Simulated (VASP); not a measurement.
# Te (Fd-3m) in VASP: single point with LDA

Aim: the single point of Te with LDA.

Everything below comes from runs of VASP 6.6.1. Logs are shortened: lines on timing, memory, paths and dates and some standing lists are left out, and cuts for length are marked.

### Step 1. The cell of the first run

The structure is cubic, space group Fd-3m (No. 227). The conventional cell has a = 7.004 Å, b = 7.004 Å, c = 7.004 Å, α = 90.00°, β = 90.00°, γ = 90.00°. Te (site symmetry -43m) has 4 Te at 3.03 Å within 4.0 Å.

### Step 2. Single point, LDA

File INCAR:

```
SYSTEM = Te
ALGO = Normal
EDIFF = 1E-6
ENCUT = 520
ISIF = 2
ISMEAR = -1
LASPH = .TRUE.
LCHARG = .FALSE.
LREAL = .FALSE.
LWAVE = .FALSE.
NBANDS = 13
NELM = 60
PREC = Accurate
SIGMA = 0.13605693000000002
```

File KPOINTS:

```
k-points
0
G
  8 8 8
  0 0 0
```

File POSCAR:

```
Te
1.0
    0.0000000000      3.5021211632      3.5021211632
    3.5021211632      0.0000000000      3.5021211632
    3.5021211632      3.5021211632      0.0000000000
Te
2
Direct
    0.0000000000      0.0000000000      0.0000000000
    0.2500000000      0.2500000000      0.2500000000
```

Potentials or basis: VASP PAW LDA potentials, release 64 (Te).

On the command line:

```bash
$ cat potpaw_LDA.64/Te/POTCAR > POTCAR
$ mpirun -np 1 vasp_std > vasp.out
```

OUTCAR:

```text
SYSTEM = Te
   EDIFF = 1E-6
   ENCUT = 520
   ISIF = 2
   ISMEAR = -1
   LASPH = .TRUE.
   LREAL = .FALSE.
   NELM = 60
   PREC = Accurate

 ion  position               nearest neighbor table
   1  0.000  0.000  0.000-   2 3.03   2 3.03   2 3.03   2 3.03
   2  0.250  0.250  0.250-   1 3.03   1 3.03   1 3.03   1 3.03

  LATTYP: Found a face centered cubic cell.
 ALAT       =     7.0042423264

  Lattice vectors:

 A1 = (   0.0000000000,   3.5021211632,   3.5021211632)
 A2 = (   3.5021211632,   0.0000000000,   3.5021211632)
 A3 = (   3.5021211632,   3.5021211632,   0.0000000000)

Analysis of symmetry for initial positions (statically):
=====================================================================
 Subroutine PRICEL returns:
 Original cell was already a primitive cell.

 Routine SETGRP: Setting up the symmetry group for a
 face centered cubic supercell.

 Subroutine GETGRP returns: Found 48 space group operations
 (whereof 24 operations were pure point group operations)
 out of a pool of 48 trial point group operations.

The static configuration has the point symmetry T_d .
 The point group associated with its full space group is O_h .

Analysis of symmetry for dynamics (positions and initial velocities):
=====================================================================
 Subroutine PRICEL returns:
 Original cell was already a primitive cell.

 Routine SETGRP: Setting up the symmetry group for a
 face centered cubic supercell.

 Subroutine GETGRP returns: Found 48 space group operations
 (whereof 24 operations were pure point group operations)
 out of a pool of 48 trial point group operations.

The dynamic configuration has the point symmetry T_d .
 The point group associated with its full space group is O_h .

 Subroutine INISYM returns: Found 48 space group operations
 (whereof 24 operations are pure point group operations),
 and found     1 'primitive' translations

----------------------------------------------------------------------------------------

                                     Primitive cell

  volume of cell :      85.9060

  direct lattice vectors                    reciprocal lattice vectors
     0.000000000  3.502121163  3.502121163    -0.142770617  0.142770617  0.142770617
     3.502121163  0.000000000  3.502121163     0.142770617 -0.142770617  0.142770617
     3.502121163  3.502121163  0.000000000     0.142770617  0.142770617 -0.142770617

  length of vectors
     4.952747246  4.952747246  4.952747246     0.247285963  0.247285963  0.247285963

  position of ions in fractional coordinates (direct lattice)
     0.000000000  0.000000000  0.000000000
     0.250000000  0.250000000  0.250000000

  ion indices of the primitive-cell ions
   primitive index   ion index
                 1           1
                 2           2

----------------------------------------------------------------------------------------

 KPOINTS: k-points

Automatic generation of k-mesh.
 Grid dimensions read from file:
 generate k-points for:    8    8    8

 Generating k-lattice:

  Cartesian coordinates                     Fractional coordinates (reciprocal lattice)
    -0.017846327  0.017846327  0.017846327     0.125000000  0.000000000  0.000000000
     0.017846327 -0.017846327  0.017846327     0.000000000  0.125000000  0.000000000
     0.017846327  0.017846327 -0.017846327     0.000000000  0.000000000  0.125000000

  Length of vectors
     0.030910745  0.030910745  0.030910745

  Shift w.r.t. Gamma in fractional coordinates (k-lattice)
     0.000000000  0.000000000  0.000000000

 Subroutine IBZKPT returns following result:
 ===========================================

 Found     29 irreducible k-points:

 Following reciprocal coordinates:
            Coordinates               Weight
  0.000000  0.000000  0.000000      1.000000
  0.125000  0.000000  0.000000      8.000000
  0.250000  0.000000  0.000000      8.000000
  0.375000  0.000000  0.000000      8.000000
  0.500000  0.000000  0.000000      4.000000
  0.125000  0.125000  0.000000      6.000000
[... 16 lines left out ...]
  0.500000  0.250000  0.125000     48.000000
 -0.375000  0.250000  0.125000     24.000000
 [... further k-points ...]
   k-points           NKPTS =     29   k-points in BZ     NKDIM =     29   number of bands    NBANDS=     13
   number of dos      NEDOS =    301   number of ions     NIONS =      2
   total plane-waves  NPLWV =  64000
   dimension x,y,z NGX =    40 NGY =   40 NGZ =   40
   dimension x,y,z NGXF=    80 NGYF=   80 NGZF=   80
   ions per type =               2
   NGX,Y,Z   is equivalent  to a cutoff of  13.43, 13.43, 13.43 a.u.
   NGXF,Y,Z  is equivalent  to a cutoff of  26.85, 26.85, 26.85 a.u.
 SYSTEM =  Te
   PREC   = accura    normal or accurate (medium, high low for compatibility)
   ISTART =      0    job   : 0-new  1-cont  2-samecut
   ICHARG =      2    charge: 1-file 2-atom 10-const
   ISPIN  =      1    spin polarized calculation?
   LNONCOLLINEAR =      F non collinear calculations
   LSORBIT =      F    spin-orbit coupling
   LASPH  =      T    aspherical Exc in radial PAW
   ENCUT  =  520.0 eV  38.22 Ry    6.18 a.u.   9.21  9.21  9.21*2*pi/ulx,y,z
   NELM   =     60;   NELMIN=  2; NELMDL= -5     # of ELM steps
   EDIFF  = 0.1E-05   stopping-criterion for ELM
   LREAL  =      F    real-space projection
   EDIFFG = 0.1E-04   stopping-criterion for IOM
   NSW    =      0    number of steps for IOM
   IBRION =     -1    ionic relax: 0-MD 1-quasi-New 2-CG
   NFREE  =      0    steps in history (QN), initial steepest desc. (CG)
   ISIF   =      2    stress and relaxation
   ISYM   =      2    0-nonsym 1-usesym 2-fastsym
   POTIM  = 0.5000    time-step for ionic-motion
   TEBEG  =    0.0;   TEEND  =   0.0 temperature during run
   PSTRESS=    0.0 pullay stress
   NELECT =      12.0000    total number of electrons
   NUPDOWN=      -1.0000    fix difference up-down
   EMIN   =  10.00;   EMAX   =-10.00  energy-range for DOS
   EFERMI =   0.00;   METHOD = LEGACY
   ISMEAR =    -1;   SIGMA  =   0.14  broadening in eV -4-tet -1-fermi 0-gaus
   EFERMI_NEDOS =   21; number of points for ismear=-14 and -15
   IALGO  =     38    algorithm
   IMIX   =      4    mixing-type and parameters
     AMIX     =   0.40;   BMIX     =  1.00
     AMIX_MAG =   1.60;   BMIX_MAG =  1.00
  volume/ion in A,a.u.               =      42.95       289.86
  Fermi-wavevector in a.u.,A,eV,Ry     =   0.849430  1.605189  9.817021  0.721531
  Thomas-Fermi vector in A             =   1.965249
   LORBIT       =      0    0 simple, 1 ext, 2 COOP (PROOUT), +10 PAW based schemes
   GGA     = CA    functional components
   LHFCALC =     F    Hartree Fock is set to
   AEXX    =    0.0000 exact exchange contribution
   IVDW    =     0    specifies the selected vdW correction
   LEPSILON=     F    determine dielectric tensor
   LRPA    =     F    only Hartree local field effects (RPA)
 non-spin polarized calculation
  energy-cutoff  :      520.00
  volume of cell :       85.91
 maximum number of plane-waves:      2332
 NGX is ok and might be reduce to    40
   NGX = 19   NGY = 19   NGZ = 19

 number of electron      12.0000000 magnetization

 Free energy of the ion-electron system (eV)
  ---------------------------------------------------
  ext. energy  EPLUGINS =         0.00000000
  ---------------------------------------------------
  free energy    TOTEN  =        -6.60396591 eV

  energy without entropy =       -6.48987472  energy(sigma->0) =       -6.54692031

 E-fermi :   3.7792     XC(G=0):  -8.1653

 val. band max:        3.7099289368   @ k =  -0.2500   0.1250   0.0000
 cond. band min:       3.8018520727   @ k =  -0.3750   0.2500   0.0000
 fundamental gap:      0.0919231359
 Fermi energy:         3.7791594619

 k-point     1 :       0.0000    0.0000    0.0000
  band No.  band energies     occupation
      1      -9.5920      2.00000
      2      -4.7865      2.00000
      3       0.6107      2.00000
      4       0.6107      2.00000
      5       0.6107      2.00000
      6       3.0181      1.99259
      7       3.0181      1.99259
      8       3.0181      1.99259
      9       7.1690      0.00000
     10       9.6504      0.00000
     11       9.6504      0.00000
     12      11.0733      0.00000
     13      11.0733      0.00000

 k-point     2 :       0.1250    0.0000    0.0000
  band No.  band energies     occupation
      1      -9.5003      2.00000
      2      -5.0455      2.00000
      3       0.4853      2.00000
      4       0.4853      2.00000
      5       0.5749      2.00000
      6       3.2093      1.97011
      7       3.2093      1.97011
      8       3.2259      1.96631
      9       7.6018      0.00000
     10       9.3149      0.00000
     11       9.3149      0.00000
     12      10.7460      0.00000
     13      11.8212      0.00000

 k-point     3 :       0.2500    0.0000    0.0000
  band No.  band energies     occupation
      1      -9.2431      2.00000
      2      -5.6608      2.00000
      3       0.2394      2.00000
      4       0.2394      2.00000
      5       0.4077      2.00000
      6       3.5977      1.58288
      7       3.5977      1.58288
      8       3.9402      0.46887
      9       8.4030      0.00000
     10       9.1205      0.00000
     11       9.1205      0.00000
     12      10.5286      0.00000
     13      13.1769      0.00000
[... 305 lines left out ...]
 k-point    23 :       0.5000    0.2500    0.1250
  band No.  band energies     occupation
      1      -8.6563      2.00000
      2      -6.6711      2.00000
      3      -0.8309      2.00000
      4      -0.2613      2.00000
      5       1.5228      2.00000
      6       3.3672      1.90764
      7       4.6158      0.00426
      8       4.9535      0.00036
      9       8.5855      0.00000
     10       8.8461      0.00000
     11      10.2204      0.00000
     12      11.1792      0.00000
     13      12.3797      0.00000

 k-point    24 :      -0.3750    0.2500    0.1250
  band No.  band energies     occupation
      1      -8.4437      2.00000
      2      -6.9670      2.00000
      3      -0.9489      2.00000
      4      -0.3435      2.00000
      5       1.5387      2.00000
      6       3.6671      1.39016
      7       4.6479      0.00337
      8       5.1956      0.00006
      9       8.2671      0.00000
     10       9.2504      0.00000
     11      10.1214      0.00000
     12      10.8427      0.00000
     13      12.3404      0.00000

 [... further k-points ...]
[... 5 lines left out ...]
  --------------------------------------------------------------------------------------
  -------------------------------------------------------------------------------------
  Total        0.0163126      0.0163126      0.0163126     -0.0000000      0.0000000      0.0000000
  in kB        0.3042366      0.3042366      0.3042366     -0.0000000      0.0000000      0.0000000
  external PRESSURE =       0.3042366 kB  Pullay stress =       0.0000000 kB

 VOLUME and BASIS-vectors are now :
 -----------------------------------------------------------------------------
  energy-cutoff  :      520.00
  volume of cell :       85.91
      direct lattice vectors                 reciprocal lattice vectors
     0.000000000  3.502121163  3.502121163    -0.142770617  0.142770617  0.142770617
     3.502121163  0.000000000  3.502121163     0.142770617 -0.142770617  0.142770617
     3.502121163  3.502121163  0.000000000     0.142770617  0.142770617 -0.142770617

 POSITION                                       TOTAL-FORCE (eV/Angst)
 -----------------------------------------------------------------------------------
      0.00000      0.00000      0.00000         0.000000      0.000000      0.000000
      1.75106      1.75106      1.75106        -0.000000     -0.000000     -0.000000
 -----------------------------------------------------------------------------------
    total drift:                               -0.000000      0.000000      0.000000

  FREE ENERGIE OF THE ION-ELECTRON SYSTEM (eV)
  ---------------------------------------------------
  free  energy   TOTEN  =        -6.6039659129 eV

  energy  without entropy=       -6.4898747152  energy(sigma->0) =       -6.54692031
```

It took 20 s on 1 thread of Intel Xeon Platinum 8259CL at 2.50GHz (Skylake/Cascade Lake), shared host; peak memory 0.19 GiB.

Results:

```yaml
Free_energy: -6.6040 eV
Pressure: 0.0 GPa
Band_gap_on_the_k_mesh: zero (band 6 reaches 4.01 eV, above the bottom of band 7 at 3.02 eV)
```

Caveat: spin-orbit coupling is left out, which moves the levels of the heavy elements.
